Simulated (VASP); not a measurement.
# Ir (I4_1/amd) in VASP: notebook, part 2 of 4

VASP 6.6.1. The steps go on from the part before.

## Step 3: Single point, PBE, collinear spin, zero start

This run uses another cell than the first one, of 14.92 Å³/atom, 1.353 times its volume.

Input file INCAR:

```
SYSTEM = Ir
ALGO     = Normal         ! electronic algorithm
EDIFF    = 1E-6           ! SCF threshold, eV
ENCUT    = 520            ! plane-wave cutoff, eV
GGA      = PE             ! functional
ISIF     = 2              ! what is computed and relaxed
ISMEAR   = -1             ! smearing method
ISPIN    = 2              ! spin polarisation
LASPH    = .True.         ! aspherical terms in the spheres
LCHARG   = .False.        ! write CHGCAR
LMAXMIX  = 4              ! l up to which the mixer works
LORBIT   = 11             ! projections on sites
LREAL    = .False.        ! projectors in reciprocal space
LWAVE    = .False.        ! write WAVECAR
MAGMOM   = 0 0            ! initial moments
NBANDS   = 20             ! bands
NELM     = 150            ! most SCF steps
PREC     = Accurate       ! precision mode
SIGMA    = 0.05           ! smearing width, eV
```

Input file KPOINTS:

```
k-points
0
Gamma
  18 18 18
  0 0 0
```

Input file POSCAR:

```
Ir
1.0
   -2.3678005836      2.3678005836      1.3305616328
    2.3678005836     -2.3678005836      1.3305616328
    2.3678005836      2.3678005836     -1.3305616328
Ir
2
Direct
   -0.3750000000     -0.1250000000     -0.2500000000
    0.3750000000      0.1250000000      0.2500000000
```

Potentials or basis: VASP PAW PBE potentials, release 64 (Ir).

Started as:

```bash
> cat potpaw_PBE.64/Ir/POTCAR > POTCAR
> mpirun -np 1 vasp_std > vasp.out
```

OUTCAR:

```text
SYSTEM = Ir
   EDIFF = 1E-6
   ENCUT = 520
   GGA = PE
   ISIF = 2
   ISMEAR = -1
   ISPIN = 2
   LASPH = .True.
   LORBIT = 11
   LREAL = .False.
   NELM = 150
   PREC = Accurate

 ion  position               nearest neighbor table
   1  0.625  0.875  0.750-   2 2.46   2 2.46   2 2.46   2 2.46   2 3.10   2 3.10   2 3.10   2 3.10

   2  0.375  0.125  0.250-   1 2.46   1 2.46   1 2.46   1 2.46   1 3.10   1 3.10   1 3.10   1 3.10

  LATTYP: Found a body centered tetragonal cell.
 ALAT       =     4.7356011672
 C/A-ratio  =     0.5619399041

  Lattice vectors:

 A1 = (  -2.3678005836,   2.3678005836,   1.3305616328)
 A2 = (   2.3678005836,  -2.3678005836,   1.3305616328)
 A3 = (   2.3678005836,   2.3678005836,  -1.3305616328)

Analysis of symmetry for initial positions (statically):
=====================================================================
 Subroutine PRICEL returns:
 Original cell was already a primitive cell.

 Routine SETGRP: Setting up the symmetry group for a
 body centered tetragonal supercell.

 Subroutine GETGRP returns: Found 16 space group operations
 (whereof  4 operations were pure point group operations)
 out of a pool of 16 trial point group operations.

The static configuration has the point symmetry C_2h.
 The point group associated with its full space group is D_4h.

Analysis of symmetry for dynamics (positions and initial velocities):
=====================================================================
 Subroutine PRICEL returns:
 Original cell was already a primitive cell.

 Routine SETGRP: Setting up the symmetry group for a
 body centered tetragonal supercell.

 Subroutine GETGRP returns: Found 16 space group operations
 (whereof  4 operations were pure point group operations)
 out of a pool of 16 trial point group operations.

The dynamic configuration has the point symmetry C_2h.
 The point group associated with its full space group is D_4h.

Analysis of structural, dynamic, and magnetic symmetry:
=====================================================================
 Subroutine PRICEL returns:
 Original cell was already a primitive cell.

 Routine SETGRP: Setting up the symmetry group for a
 body centered tetragonal supercell.

 Subroutine GETGRP returns: Found 16 space group operations
 (whereof  4 operations were pure point group operations)
 out of a pool of 16 trial point group operations.

The overall configuration has the point symmetry C_2h.
 The point group associated with its full space group is D_4h.

 Subroutine INISYM returns: Found 16 space group operations
 (whereof  4 operations are pure point group operations),
 and found     1 'primitive' translations

----------------------------------------------------------------------------------------

                                     Primitive cell

  volume of cell :      29.8391

  direct lattice vectors                    reciprocal lattice vectors
    -2.367800584  2.367800584  1.330561633     0.000000000  0.211166432  0.375781165
     2.367800584 -2.367800584  1.330561633     0.211166432  0.000000000  0.375781165
     2.367800584  2.367800584 -1.330561633     0.211166432  0.211166432  0.000000000

  length of vectors
     3.603242077  3.603242077  3.603242077     0.431048426  0.431048426  0.298634431

  position of ions in fractional coordinates (direct lattice)
     0.625000000  0.875000000  0.750000000
     0.375000000  0.125000000  0.250000000

  ion indices of the primitive-cell ions
   primitive index   ion index
[... 64 lines left out ...]
 SYSTEM =  Ir
   PREC   = accura    normal or accurate (medium, high low for compatibility)
   ISTART =      0    job   : 0-new  1-cont  2-samecut
   ICHARG =      2    charge: 1-file 2-atom 10-const
   ISPIN  =      2    spin polarized calculation?
   LNONCOLLINEAR =      F non collinear calculations
   LSORBIT =      F    spin-orbit coupling
   LASPH  =      T    aspherical Exc in radial PAW
   ENCUT  =  520.0 eV  38.22 Ry    6.18 a.u.   6.70  6.70  6.70*2*pi/ulx,y,z
   NELM   =    150;   NELMIN=  2; NELMDL= -5     # of ELM steps
   EDIFF  = 0.1E-05   stopping-criterion for ELM
   LREAL  =      F    real-space projection
   EDIFFG = 0.1E-04   stopping-criterion for IOM
   NSW    =      0    number of steps for IOM
   IBRION =     -1    ionic relax: 0-MD 1-quasi-New 2-CG
   NFREE  =      0    steps in history (QN), initial steepest desc. (CG)
   ISIF   =      2    stress and relaxation
   ISYM   =      2    0-nonsym 1-usesym 2-fastsym
   POTIM  = 0.5000    time-step for ionic-motion
   TEBEG  =    0.0;   TEEND  =   0.0 temperature during run
   PSTRESS=    0.0 pullay stress
   NELECT =      18.0000    total number of electrons
   NUPDOWN=      -1.0000    fix difference up-down
   EMIN   =  10.00;   EMAX   =-10.00  energy-range for DOS
   EFERMI =   0.00;   METHOD = LEGACY
   ISMEAR =    -1;   SIGMA  =   0.05  broadening in eV -4-tet -1-fermi 0-gaus
   EFERMI_NEDOS =   21; number of points for ismear=-14 and -15
   IALGO  =     38    algorithm
   IMIX   =      4    mixing-type and parameters
     AMIX     =   0.40;   BMIX     =  1.00
     AMIX_MAG =   1.60;   BMIX_MAG =  1.00
  volume/ion in A,a.u.               =      14.92       100.68
  Fermi-wavevector in a.u.,A,eV,Ry     =   1.383260  2.613983 26.033512  1.913409
  Thomas-Fermi vector in A             =   2.507875
   LORBIT       =     11    0 simple, 1 ext, 2 COOP (PROOUT), +10 PAW based schemes
   GGA     = PE    functional components
   LHFCALC =     F    Hartree Fock is set to
   AEXX    =    0.0000 exact exchange contribution
   IVDW    =     0    specifies the selected vdW correction
   LEPSILON=     F    determine dielectric tensor
   LRPA    =     F    only Hartree local field effects (RPA)
 spin polarized calculation
  energy-cutoff  :      520.00
  volume of cell :       29.84
 maximum number of plane-waves:       818
   NGX = 13   NGY = 13   NGZ = 13

 number of electron      18.0000001 magnetization      -0.0000008

 number of electron      18.0000001 magnetization       0.0000013

 Free energy of the ion-electron system (eV)
  ---------------------------------------------------
  ext. energy  EPLUGINS =         0.00000000
  ---------------------------------------------------
  free energy    TOTEN  =       -16.16060825 eV

  energy without entropy =      -16.14467139  energy(sigma->0) =      -16.15263982

 E-fermi :   9.4327     XC(G=0): -13.5617

 val. band max:        9.4308886121   @ k =  -0.4444   0.0556   0.0000
 cond. band min:       9.4331118137   @ k =   0.2222   0.2222   0.2222
 fundamental gap:      0.0022232016
 Fermi energy:         9.4326955038

 spin component 1

 k-point     1 :       0.0000    0.0000    0.0000
  band No.  band energies     occupation
      1      -0.9256      1.00000
      2       1.9551      1.00000
      3       3.0545      1.00000
      4       3.9312      1.00000
      5       4.7550      1.00000
      6       8.2202      1.00000
[... 541 lines left out ...]
     19      28.9456      0.00000
     20      29.4113      0.00000

 [... further k-points ...]

 spin component 2

 k-point     1 :       0.0000    0.0000    0.0000
  band No.  band energies     occupation
      1      -0.9256      1.00000
      2       1.9551      1.00000
      3       3.0545      1.00000
      4       3.9312      1.00000
      5       4.7550      1.00000
      6       8.2202      1.00000
[... 541 lines left out ...]
     19      28.9456      0.00000
     20      29.4113      0.00000

 [... further k-points ...]
[... 5 lines left out ...]
  --------------------------------------------------------------------------------------
  -------------------------------------------------------------------------------------
  Total        5.2532309      5.2532309      5.2515001      0.0000000      0.0000000      0.0000000
  in kB      282.0667132    282.0667132    281.9737793      0.0000000      0.0000000      0.0000000
  external PRESSURE =     282.0357352 kB  Pullay stress =       0.0000000 kB

 VOLUME and BASIS-vectors are now :
 -----------------------------------------------------------------------------
  energy-cutoff  :      520.00
  volume of cell :       29.84
      direct lattice vectors                 reciprocal lattice vectors
    -2.367800584  2.367800584  1.330561633     0.000000000  0.211166432  0.375781165
     2.367800584 -2.367800584  1.330561633     0.211166432  0.000000000  0.375781165
     2.367800584  2.367800584 -1.330561633     0.211166432  0.211166432  0.000000000

 POSITION                                       TOTAL-FORCE (eV/Angst)
 -----------------------------------------------------------------------------------
      2.36780      1.18390      0.99792        -0.000000      0.000000     -0.000000
     -0.00000      1.18390      0.33264         0.000000     -0.000000      0.000000
 -----------------------------------------------------------------------------------
    total drift:                                0.000000      0.000000     -0.000000

  FREE ENERGIE OF THE ION-ELECTRON SYSTEM (eV)
  ---------------------------------------------------
  free  energy   TOTEN  =       -16.1606082503 eV

  energy  without entropy=      -16.1446713856  energy(sigma->0) =      -16.15263982

 total charge

# of ion       s       p       d       tot
------------------------------------------
    1        0.753   0.675   7.100   8.529
    2        0.753   0.675   7.100   8.529
--------------------------------------------------
tot          1.506   1.350  14.200  17.057

 magnetization (x)

# of ion       s       p       d       tot
------------------------------------------
    1        0.000  -0.000   0.000   0.000
    2        0.000  -0.000   0.000   0.000
--------------------------------------------------
tot          0.000  -0.000   0.000   0.000
```

Run time: 4 min. Hardware: 1 thread of AMD EPYC 9R45 (Zen 5), shared host; peak memory 0.45 GiB.

What came out:

```yaml
Free_energy: -16.1606 eV
Pressure: 28.2 GPa
Band_gap_on_the_k_mesh: zero (filled and empty bands overlap)
Net_moment: 0.00 μB per cell
Valence_electrons_inside_the_program's_atomic_spheres: Ir 8.53
```

Levels at points of the mesh, in eV from the Fermi level:
Spin up:
```csv
k point,band 5,band 6,band 7,band 8,band 9,band 10,band 11,band 12,band 13,band 14
"(0.00, 0.00, 0.00)",-4.68,-1.21,-1.21,-1.13,-1.13,1.70,3.12,5.67,5.67,14.48
"(0.50, 0.00, 0.00)",-3.00,-2.46,-1.83,-0.68,0.57,0.84,3.07,5.71,7.27,8.78
"(0.50, 0.50, 0.00)",-3.98,-3.98,-2.16,-2.16,0.13,0.13,0.66,0.66,13.05,13.05
"(0.50, 0.50, 0.50)",-1.64,-1.64,-1.05,-1.05,-0.74,-0.74,-0.65,-0.65,6.88,6.88
```
Spin down:
| k point | band 6 | band 7 | band 8 | band 9 | band 10 | band 11 | band 12 | band 13 |
| --- | --- | --- | --- | --- | --- | --- | --- | --- |
| (0.00, 0.00, 0.00) | -1.21 | -1.21 | -1.13 | -1.13 | 1.70 | 3.12 | 5.67 | 5.67 |
| (0.50, 0.00, 0.00) | -2.46 | -1.83 | -0.68 | 0.57 | 0.84 | 3.07 | 5.71 | 7.27 |
| (0.50, 0.50, 0.00) | -3.98 | -2.16 | -2.16 | 0.13 | 0.13 | 0.66 | 0.66 | 13.05 |
| (0.50, 0.50, 0.50) | -1.64 | -1.05 | -1.05 | -0.74 | -0.74 | -0.65 | -0.65 | 6.88 |

Caveat: spin-orbit coupling is left out, which moves the levels of the heavy elements.

## Step 4: Relaxation of shape and atoms at fixed volume, PBE

Input file INCAR:

```
PREC = Accurate
ENCUT = 600
EDIFF = 1E-7
ISMEAR = -1
SIGMA = 0.05
LREAL = False
LASPH = True
NELM = 100
ALGO = Normal
ISIF = 4
LWAVE = False
LCHARG = False
GGA = PE
IBRION = 2
NSW = 50
EDIFFG = -0.005
```

Input file KPOINTS:

```
regular mesh
0
Gamma
  18 18 18
```

Input file POSCAR:

```
Ir
1.0
   -2.1336226104      2.1336226104      1.2111867696
    2.1336226104     -2.1336226104      1.2111867696
    2.1336226104      2.1336226104     -1.2111867696
Ir
2
Direct
   -0.3750000000     -0.1250000000     -0.2500000000
    0.3750000000      0.1250000000      0.2500000000
```

Potentials or basis: VASP PAW PBE potentials, release 64 (Ir).

Started as:

```bash
> cat potpaw_PBE.64/Ir/POTCAR > POTCAR
> mpirun -np 1 vasp_std > vasp.out
```

OUTCAR:

```text
PREC = Accurate
   ENCUT = 600
   EDIFF = 1E-7
   ISMEAR = -1
   LREAL = False
   LASPH = True
   NELM = 100
   ISIF = 4
   GGA = PE
   IBRION = 2
   NSW = 50
   EDIFFG = -0.005

 ion  position               nearest neighbor table
   1  0.625  0.875  0.750-   2 2.22   2 2.22   2 2.22   2 2.22   2 2.80   2 2.80   2 2.80   2 2.80

   2  0.375  0.125  0.250-   1 2.22   1 2.22   1 2.22   1 2.22   1 2.80   1 2.80   1 2.80   1 2.80

  LATTYP: Found a body centered tetragonal cell.
 ALAT       =     4.2672452208
 C/A-ratio  =     0.5676668234

  Lattice vectors:

 A1 = (  -2.1336226104,   2.1336226104,   1.2111867696)
 A2 = (   2.1336226104,  -2.1336226104,   1.2111867696)
 A3 = (   2.1336226104,   2.1336226104,  -1.2111867696)

Analysis of symmetry for initial positions (statically):
=====================================================================
 Subroutine PRICEL returns:
 Original cell was already a primitive cell.

 Routine SETGRP: Setting up the symmetry group for a
 body centered tetragonal supercell.

 Subroutine GETGRP returns: Found 16 space group operations
 (whereof  4 operations were pure point group operations)
 out of a pool of 16 trial point group operations.

The static configuration has the point symmetry C_2h.
 The point group associated with its full space group is D_4h.

Analysis of symmetry for dynamics (positions and initial velocities):
[... 343 lines left out ...]
 number of electron      18.0000000 magnetization

 Free energy of the ion-electron system (eV)
  ---------------------------------------------------
  ext. energy  EPLUGINS =         0.00000000
  ---------------------------------------------------
  free energy    TOTEN  =       -10.34190405 eV

  energy without entropy =      -10.33162827  energy(sigma->0) =      -10.33676616

 E-fermi :  15.0725     XC(G=0): -15.3909

 val. band max:       15.0721872991   @ k =  -0.2222   0.2778   0.2222
 cond. band min:      15.0775776035   @ k =  -0.2778   0.3333   0.2222
 fundamental gap:      0.0053903045
 Fermi energy:        15.0724793339

 k-point     1 :       0.0000    0.0000    0.0000
  band No.  band energies     occupation
      1       1.5441      2.00000
      2       3.4460      2.00000
      3       5.5519      2.00000
      4       6.6380      2.00000
      5       7.7176      2.00000
      6      13.2500      2.00000
      7      13.2500      2.00000
      8      13.3556      2.00000
      9      13.3556      2.00000
     10      17.9445      0.00000
     11      20.1542      0.00000
     12      21.8078      0.00000
     13      21.8078      0.00000
[... 354 lines left out ...]
  band No.  band energies     occupation
      1       3.2696      2.00000
      2       4.4645      2.00000
      3       6.0889      2.00000
      4       7.7973      2.00000
      5       8.5194      2.00000
      6      10.0671      2.00000
      7      11.4953      2.00000
      8      13.1434      2.00000
      9      13.9023      2.00000
     10      16.9402      0.00000
     11      18.5363      0.00000
     12      23.5975      0.00000
     13      25.6295      0.00000

 [... further k-points ...]

------------------------ aborting loop because EDIFF is reached ----------------------------------------

  FORCE on cell =-STRESS in cart. coord.  units (eV):
  Direction    XX          YY          ZZ          XY          YZ          ZX
  --------------------------------------------------------------------------------------
  -------------------------------------------------------------------------------------
  Total       36.8861408     36.8861408     36.8853892     -0.0000000     -0.0000000      0.0000000
  in kB     2679.5846580   2679.5846580   2679.5300579     -0.0000000     -0.0000000      0.0000000
  external PRESSURE =    2679.5664579 kB  Pullay stress =       0.0000000 kB
[... 17 lines left out ...]
  FREE ENERGIE OF THE ION-ELECTRON SYSTEM (eV)
  ---------------------------------------------------
  free  energy   TOTEN  =       -10.3419040498 eV

  energy  without entropy=      -10.3316282729  energy(sigma->0) =      -10.33676616

 reached required accuracy - stopping structural energy minimisation
```

CONTCAR:

```text
Ir
   1.00000000000000
    -2.1518187610401798    2.1518187610401798    1.1907893692387728
     2.1518187610401798   -2.1518187610401798    1.1907893692387728
     2.1518187610401798    2.1518187610401798   -1.1907893692387728
  Ir
     2
Direct
     0.6250000000000000    0.8750000000000000    0.7500000000000000
     0.3750000000000000    0.1250000000000000    0.2500000000000000

  0.00000000E+00  0.00000000E+00  0.00000000E+00
  0.00000000E+00  0.00000000E+00  0.00000000E+00
```

Wall time 8 min (1 thread of AMD EPYC 9R45 (Zen 5), shared host); peak memory 0.27 GiB.

Results:

| Item | Value |
| --- | --- |
| Free energy | -10.3419 eV |
| Energy gained by relaxing | 21.8 meV/atom |
| Ionic steps | 18 |
| Pressure after relaxing | 268.0 GPa |
| Band gap on the k mesh | zero (band 9 reaches 17.86 eV, above the bottom of band 10 at 13.21 eV) |

Step by step:
| step | energy change (eV) | largest force (eV/Å) | pressure (GPa) | volume (Å³) |
| --- | --- | --- | --- | --- |
| 1 | 0.0000 | 0.0000 | 269.10 | 22.05 |
| 2 | 0.6042 | 0.0000 | 275.67 | 22.05 |
| 3 | -0.0431 | 0.0000 | 268.02 | 22.05 |
| 4 | -0.0437 | 0.0000 | 267.95 | 22.05 |
| 5 | -0.0437 | 0.0000 | 267.96 | 22.05 |
| 6 | -0.0437 | 0.0000 | 267.96 | 22.05 |
| 7 | -0.0437 | 0.0000 | 267.96 | 22.05 |
| 8 | -0.0437 | 0.0000 | 267.96 | 22.05 |
| 9 | -0.0437 | 0.0000 | 267.96 | 22.05 |
| 10 | -0.0437 | 0.0000 | 267.96 | 22.05 |
| 11 | -0.0437 | 0.0000 | 267.96 | 22.05 |
| 12 | -0.0437 | 0.0000 | 267.96 | 22.05 |
| 13 | -0.0437 | 0.0000 | 267.96 | 22.05 |
| 14 | -0.0437 | 0.0000 | 267.96 | 22.05 |
| 15 | -0.0437 | 0.0000 | 267.96 | 22.05 |
| 16 | -0.0437 | 0.0000 | 267.96 | 22.05 |
| 17 | -0.0437 | 0.0000 | 267.96 | 22.05 |
| 18 | -0.0437 | 0.0000 | 267.96 | 22.05 |

Final structure:
```
Ir
1.0
    -2.15182    2.15182    1.19079
     2.15182   -2.15182    1.19079
     2.15182    2.15182   -1.19079
Ir
2
Cartesian
  2.1518 1.0759 0.8931
  0.0000 1.0759 0.2977
```

Caveat: spin-orbit coupling is left out, which moves the levels of the heavy elements.

[end of part 2 of 4]
